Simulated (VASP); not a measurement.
Runs of VASP 6.6.1 on Ti2BN3. The structure is that of space group P6/mmm (No. 191), or close to it. The cells are those of the table. 

```tsv
task	spin	cell	k mesh	cutoff (eV)	gap on the mesh (eV)	pressure (GPa)	relaxed volume (Å³/atom)
single point	collinear, ferromagnetic start	a = 4.905, b = 4.905, c = 2.963 Å, angles 90.0, 90.0, 120.0°, 6 atoms	6 × 6 × 6	520	none	2.4	-
single point	off	a = 5.272, b = 5.272, c = 2.719 Å, angles 90.0, 90.0, 120.0°, 6 atoms	12 × 12 × 14	520	none	0.3	-
single point	off	a = 5.272, b = 5.272, c = 2.719 Å, angles 90.0, 90.0, 120.0°, 6 atoms	12 × 12 × 12	520	none	0.3	-
relaxation of cell and atoms	off	relaxed from a = 5.272, b = 5.272, c = 2.719 Å, angles 90.0, 90.0, 120.0°, 6 atoms	12 × 12 × 14	600	none	0.0	(a)
relaxation of cell and atoms	off	relaxed from a = 4.905, b = 4.905, c = 2.963 Å, angles 90.0, 90.0, 120.0°, 6 atoms	12 × 12 × 12	600	none	0.0	10.91
```

Alike in all rows: level PBE; potentials or basis VASP PAW PBE potentials, release 64 (Ti_sv, B, N); smearing gaussian 0.1 eV.

Estimate the missing entries.

(a) 10.92.

A gap of «none» marks levels without a gap at the run's occupations.
